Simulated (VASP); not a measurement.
# Sn (Fd-3m) in VASP: a series of runs, part 2 of 2

VASP 6.6.1. Earlier steps stand in the parts before.

### Step 3. Relaxation of cell and atoms, LDA

This run uses another cell than the first one, of 33.91 Å³/atom.

INCAR

```
SYSTEM = Sn
  PREC = Accurate
  ENCUT = 600
  EDIFF = 1E-6
  ISMEAR = -1
  SIGMA = 0.15
  LREAL = .False.
  LASPH = .True.
  NELM = 60
  ALGO = Fast
  ISIF = 3
  LWAVE = .False.
  LCHARG = .False.
  GGA = CA
  IBRION = 2
  NSW = 80
  EDIFFG = -0.001
```

KPOINTS

```
regular mesh
0
Gamma
  12 12 12
  0 0 0
```

POSCAR

```
Sn
1.0
    0.0000000000      3.2368371019      3.2368371019
    3.2368371019      0.0000000000      3.2368371019
    3.2368371019      3.2368371019      0.0000000000
Sn
2
Direct
    0.5000000000      0.5000000000      0.5000000000
    0.7500000000      0.7500000000      0.7500000000
```

Potentials or basis: VASP PAW LDA potentials, release 64 (Sn_d).

Command:

```console
cat potpaw_LDA.64/Sn_d/POTCAR > POTCAR
mpirun -np 1 vasp_std > vasp.out
```

OUTCAR:

```text
SYSTEM = Sn
   PREC = Accurate
   ENCUT = 600
   EDIFF = 1E-6
   ISMEAR = -1
   LREAL = .False.
   LASPH = .True.
   NELM = 60
   ISIF = 3
   GGA = CA
   IBRION = 2
   NSW = 80
   EDIFFG = -0.001

 ion  position               nearest neighbor table
   1  0.500  0.500  0.500-   2 2.80   2 2.80   2 2.80   2 2.80
   2  0.750  0.750  0.750-   1 2.80   1 2.80   1 2.80   1 2.80

  LATTYP: Found a face centered cubic cell.
 ALAT       =     6.4736742038

  Lattice vectors:

 A1 = (   0.0000000000,   3.2368371019,   3.2368371019)
 A2 = (   3.2368371019,   0.0000000000,   3.2368371019)
 A3 = (   3.2368371019,   3.2368371019,   0.0000000000)

Analysis of symmetry for initial positions (statically):
=====================================================================
 Subroutine PRICEL returns:
 Original cell was already a primitive cell.

 Routine SETGRP: Setting up the symmetry group for a
 face centered cubic supercell.

 Subroutine GETGRP returns: Found 48 space group operations
 (whereof 24 operations were pure point group operations)
 out of a pool of 48 trial point group operations.

The static configuration has the point symmetry T_d .
 The point group associated with its full space group is O_h .

Analysis of symmetry for dynamics (positions and initial velocities):
=====================================================================
 Subroutine PRICEL returns:
 Original cell was already a primitive cell.

 Routine SETGRP: Setting up the symmetry group for a
 face centered cubic supercell.

 Subroutine GETGRP returns: Found 48 space group operations
 (whereof 24 operations were pure point group operations)
 out of a pool of 48 trial point group operations.

The dynamic configuration has the point symmetry T_d .
 The point group associated with its full space group is O_h .

 Subroutine INISYM returns: Found 48 space group operations
 (whereof 24 operations are pure point group operations),
 and found     1 'primitive' translations

----------------------------------------------------------------------------------------

                                     Primitive cell

  volume of cell :      67.8254

  direct lattice vectors                    reciprocal lattice vectors
     0.000000000  3.236837102  3.236837102    -0.154471783  0.154471783  0.154471783
     3.236837102  0.000000000  3.236837102     0.154471783 -0.154471783  0.154471783
     3.236837102  3.236837102  0.000000000     0.154471783  0.154471783 -0.154471783

  length of vectors
     4.577578929  4.577578929  4.577578929     0.267552977  0.267552977  0.267552977

  position of ions in fractional coordinates (direct lattice)
     0.500000000  0.500000000  0.500000000
     0.750000000  0.750000000  0.750000000

  ion indices of the primitive-cell ions
   primitive index   ion index
                 1           1
[... 96 lines left out ...]
  Thomas-Fermi vector in A             =   2.354248
   LORBIT       =      0    0 simple, 1 ext, 2 COOP (PROOUT), +10 PAW based schemes
   GGA     = CA    functional components
   LHFCALC =     F    Hartree Fock is set to
   AEXX    =    0.0000 exact exchange contribution
   IVDW    =     0    specifies the selected vdW correction
   LEPSILON=     F    determine dielectric tensor
   LRPA    =     F    only Hartree local field effects (RPA)
 conjugate gradient relaxation of ions
 non-spin polarized calculation
 RMM-DIIS sequential band-by-band and
  energy-cutoff  :      600.00
  volume of cell :       67.83
 maximum number of plane-waves:      2285
 NGX is ok and might be reduce to    40
   NGX = 19   NGY = 19   NGZ = 19

--------------------------------------- Ionic step        1  -------------------------------------------

 number of electron      28.0000005 magnetization

 Free energy of the ion-electron system (eV)
  ---------------------------------------------------
  ext. energy  EPLUGINS =         0.00000000
  ---------------------------------------------------
  free energy    TOTEN  =        -8.94888318 eV

  energy without entropy =       -8.93421734  energy(sigma->0) =       -8.94155026

------------------------ aborting loop because EDIFF is reached ----------------------------------------

  FORCE on cell =-STRESS in cart. coord.  units (eV):
  Direction    XX          YY          ZZ          XY          YZ          ZX
  --------------------------------------------------------------------------------------
  -------------------------------------------------------------------------------------
  Total        0.0198453      0.0198453      0.0198453      0.0000000      0.0000000      0.0000000
  in kB        0.4687864      0.4687864      0.4687864      0.0000000      0.0000000      0.0000000
  external PRESSURE =       0.4687864 kB  Pullay stress =       0.0000000 kB

 VOLUME and BASIS-vectors are now :
 -----------------------------------------------------------------------------
  energy-cutoff  :      600.00
  volume of cell :       67.83
      direct lattice vectors                 reciprocal lattice vectors
     0.000000000  3.236837102  3.236837102    -0.154471783  0.154471783  0.154471783
     3.236837102  0.000000000  3.236837102     0.154471783 -0.154471783  0.154471783
     3.236837102  3.236837102  0.000000000     0.154471783  0.154471783 -0.154471783

 POSITION                                       TOTAL-FORCE (eV/Angst)
 -----------------------------------------------------------------------------------
      3.23684      3.23684      3.23684         0.000000      0.000000      0.000000
      4.85526      4.85526      4.85526        -0.000000     -0.000000     -0.000000
 -----------------------------------------------------------------------------------
    total drift:                               -0.000000     -0.000000      0.000000

  FREE ENERGIE OF THE ION-ELECTRON SYSTEM (eV)
  ---------------------------------------------------
  free  energy   TOTEN  =        -8.9488831808 eV

  energy  without entropy=       -8.9342173425  energy(sigma->0) =       -8.94155026

--------------------------------------- Ionic step        2  -------------------------------------------

 number of electron      28.0000005 magnetization

 Free energy of the ion-electron system (eV)
  ---------------------------------------------------
  ext. energy  EPLUGINS =         0.00000000
  ---------------------------------------------------
  free energy    TOTEN  =        -8.94892136 eV

  energy without entropy =       -8.93418172  energy(sigma->0) =       -8.94155154

 E-fermi :   5.4647     XC(G=0):  -9.2206

 val. band max:        5.3831954359   @ k =   0.4167   0.0000   0.0000
 cond. band min:       5.5128194547   @ k =   0.3333   0.0000   0.0000
 fundamental gap:      0.1296240189
 Fermi energy:         5.4647363047

 k-point     1 :       0.0000    0.0000    0.0000
  band No.  band energies     occupation
      1     -16.1975      2.00000
      2     -16.1975      2.00000
      3     -16.1975      2.00000
      4     -16.1350      2.00000
      5     -16.1350      2.00000
      6     -15.8179      2.00000
[... 481 lines left out ...]
      5     -16.0452      2.00000
      6     -15.9105      2.00000
[... 10 lines left out ...]
     17       9.3942      0.00000
     18      11.4189      0.00000

 [... further k-points ...]
[... 5 lines left out ...]
  --------------------------------------------------------------------------------------
  -------------------------------------------------------------------------------------
  Total        0.0002766      0.0002766      0.0002766      0.0000000      0.0000000     -0.0000000
  in kB        0.0065242      0.0065242      0.0065242      0.0000000      0.0000000     -0.0000000
  external PRESSURE =       0.0065242 kB  Pullay stress =       0.0000000 kB

 VOLUME and BASIS-vectors are now :
 -----------------------------------------------------------------------------
  energy-cutoff  :      600.00
  volume of cell :       67.92
      direct lattice vectors                 reciprocal lattice vectors
    -0.000000000  3.238386557  3.238386557    -0.154397874  0.154397874  0.154397874
     3.238386557  0.000000000  3.238386557     0.154397874 -0.154397874  0.154397874
     3.238386557  3.238386557 -0.000000000     0.154397874  0.154397874 -0.154397874

 POSITION                                       TOTAL-FORCE (eV/Angst)
 -----------------------------------------------------------------------------------
      3.23839      3.23839      3.23839         0.000000      0.000000      0.000000
      4.85758      4.85758      4.85758        -0.000000     -0.000000     -0.000000
 -----------------------------------------------------------------------------------
    total drift:                               -0.000000     -0.000000      0.000000

  FREE ENERGIE OF THE ION-ELECTRON SYSTEM (eV)
  ---------------------------------------------------
  free  energy   TOTEN  =        -8.9489213602 eV

  energy  without entropy=       -8.9341817161  energy(sigma->0) =       -8.94155154

 reached required accuracy - stopping structural energy minimisation
```

Run time: 4.9 min. Hardware: 1 thread of Intel Xeon 8259CL, shared host; peak memory 0.25 GiB.

What came out:

```
Free energy                           : -8.9489 eV
Relaxed volume                        : 33.96 Å³/atom
Relaxed cell                          : a = 4.580 Å, b = 4.580 Å, c = 4.580 Å, α = 60.00°, β = 60.00°, γ = 60.00°
Space group after relaxing (to 0.1 Å) : Fd-3m (No. 227)
Energy gained by relaxing             : 0.0 meV/atom
Ionic steps                           : 2
Pressure after relaxing               : 0.0 GPa
Band gap on the k mesh                : zero (bands 14 and 15 overlap by 0.18 eV)
```

Final structure:
```xyz
2
Lattice="0.0000 3.2384 3.2384 3.2384 0.0000 3.2384 3.2384 3.2384 0.0000" Properties=species:S:1:pos:R:3 pbc="T T T"
Sn    3.2384    3.2384    3.2384
Sn    4.8576    4.8576    4.8576
```

Caveat: spin-orbit coupling is left out, which moves the levels of the heavy elements.
